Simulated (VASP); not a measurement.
ScW3, 4 atoms in the cell. The structure is cubic, space group Pm-3m (No. 221). The conventional cell has a = 4.109 Å, b = 4.109 Å, c = 4.109 Å, α = 90.00°, β = 90.00°, γ = 90.00°. Within 3.8 Å of Sc (site symmetry m-3m) lie 12 W at 2.91 Å. Within 3.8 Å of W (site symmetry 4/mmm) lie 4 Sc at 2.91 Å and 8 W at 2.91 Å. 

| Property | Result |
| --- | --- |
| Program | VASP 6.6.1 |
| Task | single point |
| Functional | PBE |
| Potentials or basis | VASP PAW PBE potentials, release 64 (Sc_sv, W_sv) |
| Cutoff | 520 eV |
| k mesh | 4 × 4 × 4 |
| Occupations | gaussian, width 0.1 eV |
| Spin | no spin polarisation |
| Dipole correction | no |
| Further INCAR settings | ALGO = Fast; EDIFF = 1e-06; NBANDS = 34 |

Potentials or basis: VASP PAW PBE potentials, release 64 (Sc_sv, W_sv).

Command:

```bash
$ cat potpaw_PBE.64/Sc_sv/POTCAR potpaw_PBE.64/W_sv/POTCAR > POTCAR
$ mpirun -np 1 vasp_std > vasp.out
```

Hardware: 1 thread of Oxide Virtual Turin-like Processor, with other jobs on the host.

Q: Estimate the wall time of this run.

A: It took 61 s on 1 thread of Oxide Virtual Turin-like Processor, on a shared host, peak memory 0.14 GiB. Counts: scf iterations 17, k points 10.
